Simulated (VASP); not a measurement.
A run of VASP 6.6.1:

Contents of INCAR:

```
PREC = Accurate
ENCUT = 600
EDIFF = 1E-7
ISMEAR = 0
SIGMA = 0.1
LREAL = F
LASPH = T
NELM = 200
ALGO = Normal
ISIF = 4
LWAVE = F
LCHARG = F
GGA = PE
IBRION = 2
NSW = 50
EDIFFG = -0.01
GGA_COMPAT = F
NELMIN = 4
LMAXMIX = 6
```

Contents of KPOINTS:

```
regular mesh
0
Gamma
  12 12 12
```

POSCAR

```
Tm2MgC2
1.0
   -1.7805886431      1.7805886431      6.9408599537
    1.7805886431     -1.7805886431      6.9408599537
    1.7805886431      1.7805886431     -6.9408599537
Tm Mg C
2 1 2
Direct
    0.6659781017      0.6659781017      0.0000000000
    0.3340218983      0.3340218983      0.0000000000
    0.0000000000      0.0000000000      0.0000000000
    0.8421113881      0.8421113881      0.0000000000
    0.1578886119      0.1578886119      0.0000000000
```

Potentials or basis: VASP PAW PBE potentials, release 64 (Tm_3, Mg, C), 4f in core.

Command:

```console
$ cat potpaw_PBE.64/Tm_3/POTCAR potpaw_PBE.64/Mg/POTCAR potpaw_PBE.64/C/POTCAR > POTCAR
$ mpirun -np 1 vasp_std > vasp.out
```

Hardware: 1 thread of Intel(R) Xeon(R) 6975P-C (Granite Rapids), on a shared host.

How long does it take, and how much memory?

Wall time 23 min on 1 thread of Intel(R) Xeon(R) 6975P-C (Granite Rapids), on a shared host, peak memory 0.77 GiB. Counts: scf iterations 35, k points 163, ion steps 4.
